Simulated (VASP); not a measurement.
# WC (P1) in VASP: a series of runs, part 2 of 2

VASP 6.6.1.

## 4. Single point, PBE

This run uses another cell than the first one, of 10.80 Å³/atom, 1.050 times its volume.

The input, INCAR:

```
SYSTEM = WC
  ALGO = Normal
  EDIFF = 1E-6
  ENCUT = 520
  GGA = PE
  ISIF = 2
  ISMEAR = -1
  LASPH = .TRUE.
  LCHARG = .TRUE.
  LELF = .TRUE.
  LREAL = Auto
  LVHAR = .TRUE.
  LWAVE = .FALSE.
  NBANDS = 86
  NELM = 60
  PREC = Accurate
  SIGMA = 0.17
```

The input, KPOINTS:

```
k-points
0
G
  2 2 2
  0 0 0
```

The input, POSCAR:

```
WC
1.0
   -2.9449070000     -5.1007280000      0.0000000000
    4.4173600000     -2.5503640000      0.0000000000
    0.0000000000      0.0000000000      5.7521940000
W C
8 8
Direct
    0.7363321714      0.5028183725      0.0050763239
    0.7219944171      0.4805599754      0.4998440595
    0.5078774300      0.0053542837      0.0074580238
    0.4827985562     -0.0199673905      0.4876052511
    0.2700695622      0.5058292157      0.0068147910
    0.2579351647      0.4970831157      0.5093534745
   -0.0066353460     -0.0044914784     -0.0017036978
    0.0179968679     -0.0206233809      0.5063633111
    0.5087710943      0.6413974765      0.2390739951
    0.4796238561      0.7028287600      0.7697063068
    0.2257569096      0.1643590523      0.2709227123
    0.2454111025      0.1579479313      0.7816495758
   -0.0016415892      0.6261354457      0.3084388322
   -0.0056182863      0.6618103730      0.7790766445
    0.7595358588      0.1351627368      0.2969997187
    0.7453382595      0.1541083040      0.7736700118
```

On the command line:

```bash
> cat potpaw_PBE.64/W_sv/POTCAR potpaw_PBE.64/C/POTCAR > POTCAR
> mpirun -np 1 vasp_std > vasp.out
```

Run time: 4.9 min. Hardware: 1 thread of Intel Xeon 6975P-C, shared host; peak memory 0.33 GiB.

The run converged. Its results:

- Free energy: -175.2782 eV
- Pressure: 2.3 GPa
- Largest force: 5.337 eV/Å
- Band gap on the k mesh: zero (band 72 reaches 11.07 eV, above the bottom of band 73 at 11.06 eV)

Forces on the atoms (eV/Å):
```
W   -2.889 -2.258 -0.695
W   -1.523 -2.913  2.558
W    0.240  1.341  0.542
W    0.452 -2.444  2.924
W    0.986  5.244  0.112
W   -0.725  2.031  0.970
W    0.105 -0.590  2.271
W    2.079  2.665  1.869
C    2.069  0.124  2.396
C   -2.934  0.079 -1.078
C   -1.306 -1.631 -1.522
C    0.595 -0.761 -1.562
C    1.382 -0.238 -3.486
C   -0.250 -0.286 -0.972
C    0.815  0.357 -2.870
C    0.902 -0.719 -1.458
```

Stress tensor (GPa, compression positive):
```
 1.66  1.13 -0.57
 1.13  4.86  1.90
-0.57  1.90  0.52
```

Levels at points of the mesh, in eV from the Fermi level:
| k point | band 70 | band 71 | band 72 | band 73 | band 74 | band 75 |
| --- | --- | --- | --- | --- | --- | --- |
| (0.00, 0.00, 0.00) | -0.70 | -0.68 | -0.27 | 0.23 | 0.77 | 0.81 |
| (0.50, 0.00, 0.00) | -1.00 | -0.83 | -0.11 | 0.30 | 0.37 | 0.71 |
| (0.00, 0.50, 0.00) | -0.89 | -0.47 | -0.22 | 0.72 | 1.14 | 1.73 |
| (0.50, 0.50, 0.00) | -1.69 | -1.43 | -1.29 | 0.84 | 1.20 | 1.46 |
| (0.00, 0.00, 0.50) | -1.00 | -0.07 | 0.09 | 0.21 | 0.35 | 0.68 |
| (0.50, 0.00, 0.50) | -1.19 | -1.09 | -0.95 | 0.08 | 0.17 | 0.32 |
| (0.00, 0.50, 0.50) | -1.38 | -1.22 | -1.10 | 0.62 | 0.66 | 0.93 |
| (0.50, 0.50, 0.50) | -1.43 | -1.31 | -1.25 | 0.32 | 0.84 | 1.08 |

Caveat: the k points lie up to 0.62 Å⁻¹ apart; spin-orbit coupling is left out, which moves the levels of the heavy elements; forces of over 1 eV/Å act on the atoms, so gaps and moduli don't describe the material at rest.

## 5. Single point, PBE

This run uses another cell than the first one, of 10.80 Å³/atom, 1.050 times its volume.

The input, INCAR:

```
ALGO = Normal ; EDIFF = 1E-6
ENCUT = 520 ; GGA = PE
ISIF = 2 ; ISMEAR = -1
LASPH = T ; LCHARG = F
LREAL = Auto ; LWAVE = F
NBANDS = 86 ; NELM = 100
PREC = Accurate ; SIGMA = 0.17
```

The input, KPOINTS:

```
k-points
0
Gamma
  2 2 2
```

The input, POSCAR:

```
WC
1.0
   -2.9449070000     -5.1007280000      0.0000000000
    4.4173600000     -2.5503640000      0.0000000000
    0.0000000000      0.0000000000      5.7521940000
W C
8 8
Direct
    0.7593148173      0.5015917926      0.0018080058
    0.7644021192      0.5077677961      0.5087623957
    0.4970482832      0.0076427931     -0.0014255430
    0.5003557218     -0.0052064882      0.5161856502
    0.2451994107      0.5192217661      0.0171239009
    0.2554118066      0.4911902170      0.5049377681
    0.0232830322      0.0169934903      0.0306665596
    0.0106949084     -0.0057057811      0.5464175930
    0.5185621689      0.6620056688      0.2932620145
    0.5191441612      0.6519802041      0.7254275499
    0.2560718555      0.1774833384      0.2996421887
    0.2438277276      0.1829939108      0.7758952497
   -0.0237556626      0.6893804858      0.2758599588
   -0.0062785977      0.6768545271      0.7730267790
    0.7741563122      0.1884198578      0.2815273616
    0.7773670826      0.1733328873      0.7656209092
```

Potentials or basis: VASP PAW PBE potentials, release 64 (W_sv, C).

On the command line:

```bash
> cat potpaw_PBE.64/W_sv/POTCAR potpaw_PBE.64/C/POTCAR > POTCAR
> mpirun -np 1 vasp_std > vasp.out
```

OUTCAR:

```text
EDIFF = 1E-6
   ENCUT = 520
   GGA = PE
   ISIF = 2
   ISMEAR = -1
   LASPH = T
   LREAL = Auto
   NELM = 100
   PREC = Accurate

 ion  position               nearest neighbor table
   1  0.759  0.502  0.002-  14 2.11  16 2.16  13 2.24  10 2.26  15 2.27   9 2.34   2 2.84   5 2.86
                             2 2.92   7 2.92   3 2.96   3 3.01   5 3.03   7 3.06
   2  0.764  0.508  0.509-  10 2.04  13 2.05   9 2.06  15 2.09  14 2.21  16 2.26   1 2.84   8 2.88
                             6 2.89   1 2.92   4 2.93   6 3.00   8 3.00   4 3.04
   3  0.497  0.008  0.999-  12 2.16  16 2.29  11 2.40  10 2.40   9 2.45  15 2.48   4 2.78   7 2.80
                             5 2.90   1 2.96   4 2.98   5 3.00   1 3.01   7 3.11
   4  0.500  0.995  0.516-  11 2.12  10 2.13   9 2.13  15 2.32  12 2.33  16 2.36   3 2.78   8 2.89
                             6 2.91   2 2.93   6 2.95   3 2.98   8 3.01   2 3.04
   5  0.245  0.519  0.017-  14 2.19  12 2.21  13 2.34   9 2.38  11 2.38  10 2.42   6 2.81   7 2.86
                             1 2.86   7 2.88   3 2.90   6 2.95   3 3.00   1 3.03
   6  0.255  0.491  0.505-  11 1.99   9 2.15  10 2.17  12 2.21  13 2.34  14 2.38   5 2.81   2 2.89
                             4 2.91   8 2.93   4 2.95   5 2.95   8 2.95   2 3.00
   7  0.023  0.017  0.031-  12 2.13  13 2.20  11 2.22  15 2.24  16 2.25  14 2.29   8 2.79   3 2.80
                             5 2.86   5 2.88   1 2.92   8 2.97   1 3.06   3 3.11
   8  0.011  0.994  0.546-  16 2.08  14 2.08  12 2.13  13 2.21  11 2.23  15 2.29   7 2.79   2 2.88
                             4 2.89   6 2.93   6 2.95   7 2.97   2 3.00   4 3.01
   9  0.519  0.662  0.293-   2 2.06   4 2.13   6 2.15   1 2.34   5 2.38   3 2.45
  10  0.519  0.652  0.725-   2 2.04   4 2.13   6 2.17   1 2.26   3 2.40   5 2.42
  11  0.256  0.177  0.300-   6 1.99   4 2.12   7 2.22   8 2.23   5 2.38   3 2.40
  12  0.244  0.183  0.776-   7 2.13   8 2.13   3 2.16   5 2.21   6 2.21   4 2.33
  13  0.976  0.689  0.276-   2 2.05   7 2.20   8 2.21   1 2.24   6 2.34   5 2.34
  14  0.994  0.677  0.773-   8 2.08   1 2.11   5 2.19   2 2.21   7 2.29   6 2.38
  15  0.774  0.188  0.282-   2 2.09   7 2.24   1 2.27   8 2.29   4 2.32   3 2.48
  16  0.777  0.173  0.766-   8 2.08   1 2.16   7 2.25   2 2.26   3 2.29   4 2.36

  LATTYP: Found a simple orthorhombic cell.
 ALAT       =     5.1007279777
 B/A-ratio  =     1.1277202049
 C/A-ratio  =     1.1547005744

  Lattice vectors:

 A1 = (   4.4173600000,  -2.5503640000,   0.0000000000)
 A2 = (   0.0000000000,   0.0000000000,   5.7521940000)
 A3 = (  -2.9449070000,  -5.1007280000,   0.0000000000)

[... 171 lines left out ...]
 maximum number of plane-waves:      4704
 NGX is ok and might be reduce to    48

 number of electron     144.0000005 magnetization

 Free energy of the ion-electron system (eV)
  ---------------------------------------------------
  ext. energy  EPLUGINS =         0.00000000
  ---------------------------------------------------
  free energy    TOTEN  =      -175.76822518 eV

  energy without entropy =     -175.37818702  energy(sigma->0) =     -175.57320610

 E-fermi :  10.9811     XC(G=0): -13.5565

 val. band max:       10.9307008374   @ k =   0.0000   0.5000   0.0000
 cond. band min:      10.9859712509   @ k =   0.0000   0.0000   0.5000
 fundamental gap:      0.0552704135
 Fermi energy:        10.9811203374

 k-point     1 :       0.0000    0.0000    0.0000
  band No.  band energies     occupation
      1     -63.6647      2.00000
      2     -63.6226      2.00000
      3     -63.5992      2.00000
      4     -63.5262      2.00000
      5     -63.3853      2.00000
      6     -63.3312      2.00000
[... 685 lines left out ...]
     83      14.1895      0.00000
     84      14.3141      0.00000
 [bands above 84 left out]

------------------------ aborting loop because EDIFF is reached ----------------------------------------

  FORCE on cell =-STRESS in cart. coord.  units (eV):
  Direction    XX          YY          ZZ          XY          YZ          ZX
  --------------------------------------------------------------------------------------
  -------------------------------------------------------------------------------------
  Total        2.0483656      0.1374692     -1.6120595     -1.2555891      0.8675470      1.6260146
  in kB       18.9911309      1.2745263    -14.9459810    -11.6410156      8.0433388     15.0753635
  external PRESSURE =       1.7732254 kB  Pullay stress =       0.0000000 kB

 VOLUME and BASIS-vectors are now :
 -----------------------------------------------------------------------------
  energy-cutoff  :      520.00
  volume of cell :      172.81
      direct lattice vectors                 reciprocal lattice vectors
    -2.944907000 -5.100728000  0.000000000    -0.084892331 -0.147037830  0.000000000
     4.417360000 -2.550364000  0.000000000     0.169784663 -0.098025231  0.000000000
     0.000000000  0.000000000  5.752194000     0.000000000  0.000000000  0.173846710

 POSITION                                       TOTAL-FORCE (eV/Angst)
 -----------------------------------------------------------------------------------
     -0.02040     -5.15230      0.01040         1.164897      0.855433      2.246001
     -0.00810     -5.19400      2.92650        -1.228192      0.778161      0.867783
     -1.43000     -2.55480      5.74399        -1.032857     -1.398542      2.426704
      2.92086     -5.08926      2.96920         0.155439     -2.194265     -0.182264
      1.57150     -2.57490      0.09850        -1.684870     -1.054323      0.034450
      1.41760     -2.55550      2.90450         2.493418     -1.086042      2.671460
[... 8 lines left out ...]
     -1.44750     -4.42930      1.61940        -0.895489      1.767640     -1.115648
     -1.52360     -4.40720      4.40400         0.691982      1.667116      0.985495
 -----------------------------------------------------------------------------------
    total drift:                               -0.009160     -0.004928     -0.006415

  FREE ENERGIE OF THE ION-ELECTRON SYSTEM (eV)
  ---------------------------------------------------
  free  energy   TOTEN  =      -175.7682251799 eV

  energy  without entropy=     -175.3781870224  energy(sigma->0) =     -175.57320610
```

OSZICAR:

```text
N       E                     dE             d eps       ncg     rms          rms(c)
DAV:   1     0.192016525322E+04    0.19202E+04   -0.78326E+04  1376   0.191E+03
DAV:   2    -0.120681729558E+01   -0.19214E+04   -0.18609E+04  1376   0.614E+02
DAV:   3    -0.191679393885E+03   -0.19047E+03   -0.18018E+03  1632   0.168E+02
DAV:   4    -0.200439254454E+03   -0.87599E+01   -0.85701E+01  1624   0.325E+01
DAV:   5    -0.200705488125E+03   -0.26623E+00   -0.26521E+00  1688   0.540E+00    0.878E+01
DAV:   6    -0.176792467743E+03    0.23913E+02   -0.15799E+02  1698   0.406E+01    0.265E+01
DAV:   7    -0.176453998913E+03    0.33847E+00   -0.15953E+01  1680   0.162E+01    0.146E+01
DAV:   8    -0.175901113550E+03    0.55289E+00   -0.45006E+00  1680   0.104E+01    0.695E+00
DAV:   9    -0.175776638224E+03    0.12448E+00   -0.73989E-01  1696   0.392E+00    0.106E+00
DAV:  10    -0.175769229434E+03    0.74088E-02   -0.77248E-02  1712   0.155E+00    0.457E-01
DAV:  11    -0.175768421729E+03    0.80770E-03   -0.18962E-02  1704   0.543E-01    0.248E-01
DAV:  12    -0.175768371851E+03    0.49878E-04   -0.27347E-03  1728   0.345E-01    0.123E-01
DAV:  13    -0.175768237560E+03    0.13429E-03   -0.91593E-04  1784   0.183E-01    0.542E-02
DAV:  14    -0.175768231506E+03    0.60545E-05   -0.28605E-04  1712   0.809E-02    0.278E-02
DAV:  15    -0.175768227935E+03    0.35703E-05   -0.27602E-05  1696   0.295E-02    0.105E-02
DAV:  16    -0.175768225915E+03    0.20205E-05   -0.93724E-06  1560   0.151E-02    0.525E-03
DAV:  17    -0.175768225180E+03    0.73497E-06   -0.88377E-07   840   0.672E-03
   1 F= -.17576823E+03 E0= -.17557321E+03  d E =-.390038E+00
```

Wall time 5.6 min (1 thread of Intel Xeon 6975P-C, shared host); peak memory 0.33 GiB.

Results:

| Item | Value |
| --- | --- |
| Free energy | -175.7682 eV |
| Pressure | 0.2 GPa |
| Largest force | 4.706 eV/Å |
| Band gap on the k mesh | zero (band 72 reaches 11.12 eV, above the bottom of band 73 at 10.90 eV) |

Forces on the atoms (eV/Å):
```
W    1.165  0.855  2.246
W   -1.228  0.778  0.868
W   -1.033 -1.399  2.427
W    0.155 -2.194 -0.182
W   -1.685 -1.054  0.034
W    2.493 -1.086  2.671
W    0.722  2.708  0.196
W    1.830 -0.413 -4.316
C    1.460  0.927 -3.457
C    1.769  0.876  3.891
C   -1.264  0.795 -3.119
C   -1.096 -1.155 -0.171
C   -1.897 -2.135 -1.361
C   -1.189 -0.939  0.403
C   -0.895  1.768 -1.116
C    0.692  1.667  0.985
```

Caveat: the k points lie up to 0.62 Å⁻¹ apart; spin-orbit coupling is left out, which moves the levels of the heavy elements; forces of over 1 eV/Å act on the atoms, so gaps and moduli don't describe the material at rest.

## 6. Single point, PBE

This run uses another cell than the first one, of 10.80 Å³/atom, 1.050 times its volume.

The input, INCAR:

```
PREC     = Accurate       # precision mode
ENCUT    = 520            # plane-wave cutoff, eV
EDIFF    = 1E-6           # SCF threshold, eV
ISMEAR   = -1             # smearing method
SIGMA    = 0.17           # smearing width, eV
LREAL    = Auto         
LASPH    = T              # aspherical terms in the spheres
NELM     = 60             # most SCF steps
ALGO     = Normal         # electronic algorithm
ISIF     = 2              # what is computed and relaxed
LWAVE    = F              # write WAVECAR
LCHARG   = F              # write CHGCAR
GGA      = PE             # functional
NBANDS   = 86             # bands
```

The input, KPOINTS:

```
Automatic mesh
0
Gamma
  2 2 2
```

The input, POSCAR:

```
WC
1.0
   -2.9449070000     -5.1007280000      0.0000000000
    4.4173600000     -2.5503640000      0.0000000000
    0.0000000000      0.0000000000      5.7521940000
W C
8 8
Direct
    0.7533614707      0.5119300823      0.0137165054
    0.7414713331      0.5157524221      0.5307366198
    0.5147272260      0.0197683256      0.0152289718
    0.4935689049      0.0224827777      0.4897957197
    0.2430178091      0.5169976744      0.0046590918
    0.2536600817      0.5358642606      0.5240435215
    0.0195624093      0.0124756588      0.0009213876
   -0.0239830838      0.0373010234      0.5173851925
    0.5083021882      0.7045617002      0.2969649494
    0.5216305522      0.7177032129      0.8072745808
    0.2523315738      0.2010008281      0.2283128837
    0.2476099943      0.1977399183      0.7544773351
    0.0119418243      0.7189514918      0.2686279357
   -0.0252274232      0.6893048302      0.7734961651
    0.7832012501      0.1949931280      0.2701230174
    0.7177253095      0.2043153124      0.7687153806
```

Potentials or basis: VASP PAW PBE potentials, release 64 (W_sv, C).

On the command line:

```bash
> cat potpaw_PBE.64/W_sv/POTCAR potpaw_PBE.64/C/POTCAR > POTCAR
> mpirun -np 1 vasp_std > vasp.out
```

Wall time 5.7 min (1 thread of Intel Xeon 6975P-C, shared host); peak memory 0.33 GiB.

Results (log left out):

```yaml
Free_energy: -175.2857 eV
Pressure: 1.6 GPa
Largest_force: 5.413 eV/Å
Band_gap_on_the_k_mesh: zero (band 72 reaches 11.00 eV, above the bottom of band 73 at 10.91 eV)
```

Forces on the atoms (eV/Å):
```
W    1.580 -1.022  2.698
W    1.625 -1.936 -2.215
W    2.410  0.291  0.804
W    2.181 -1.368  4.199
W    0.913 -1.740  1.305
W    0.265  1.202 -1.506
W    2.757  1.317  1.625
W   -3.583 -2.263  0.022
C   -2.133  1.209 -2.675
C   -1.696  3.323 -3.922
C   -0.747 -0.267  2.839
C   -0.331  0.262 -0.177
C   -1.677  1.327  0.226
C   -1.081 -1.612 -1.074
C    1.617  2.266 -1.437
C   -2.101 -0.988 -0.710
```

Stress tensor (GPa, compression positive):
```
 4.52 -4.25  0.15
-4.25 -0.78 -1.71
 0.15 -1.71  1.13
```

Levels at points of the mesh, in eV from the Fermi level:
```tsv
k point	band 69	band 70	band 71	band 72	band 73	band 74	band 75	band 76
(0.00, 0.00, 0.00)	-0.96	-0.75	-0.59	-0.19	-0.05	0.76	0.78	1.58
(0.50, 0.00, 0.00)	-1.27	-1.01	-0.17	-0.06	0.32	0.54	0.66	0.81
(0.00, 0.50, 0.00)	-1.04	-0.83	-0.16	0.04	0.76	0.86	1.58	1.64
(0.50, 0.50, 0.00)	-1.79	-1.77	-1.67	-1.36	1.18	1.30	1.51	1.52
(0.00, 0.00, 0.50)	-1.37	-1.02	-0.44	-0.18	0.12	0.46	0.74	0.90
(0.50, 0.00, 0.50)	-1.40	-1.21	-1.14	-0.86	0.05	0.10	0.53	0.56
(0.00, 0.50, 0.50)	-1.48	-1.20	-1.04	-0.94	0.57	0.70	0.71	1.03
(0.50, 0.50, 0.50)	-1.71	-1.66	-1.54	-1.45	0.74	0.87	1.06	1.26
```

Caveat: the k points lie up to 0.62 Å⁻¹ apart; spin-orbit coupling is left out, which moves the levels of the heavy elements; forces of over 1 eV/Å act on the atoms, so gaps and moduli don't describe the material at rest.

## 7. Summary

```tsv
cell	gap on the mesh (eV)	pressure (GPa)	largest force (eV/Å)
a = 5.795, b = 5.019, c = 5.660 Å, 16 atoms	none	18.1	4.27
a = 5.821, b = 5.041, c = 5.685 Å, 16 atoms	0.05	10.9	4.28
a = 5.890, b = 5.101, c = 5.752 Å, 16 atoms	none	1.6	5.41
```

Some of these runs hold the atoms at other places in the same cell, which the table doesn't show; runs alike in all that it shows share one row.

Alike in all rows: task single point; level PBE; potentials or basis VASP PAW PBE potentials, release 64 (W_sv, C); no spin polarisation; k mesh 2 × 2 × 2; cutoff (eV) 520; smearing fermi-dirac 0.17 eV.

Caveats: all runs use coarse meshes; spin-orbit coupling is left out, which moves the levels of the heavy elements; forces of over 1 eV/Å act on the atoms, so gaps and moduli don't describe the material at rest.

Total energies depend on the potentials used, so only differences within one code and one set of settings carry meaning.
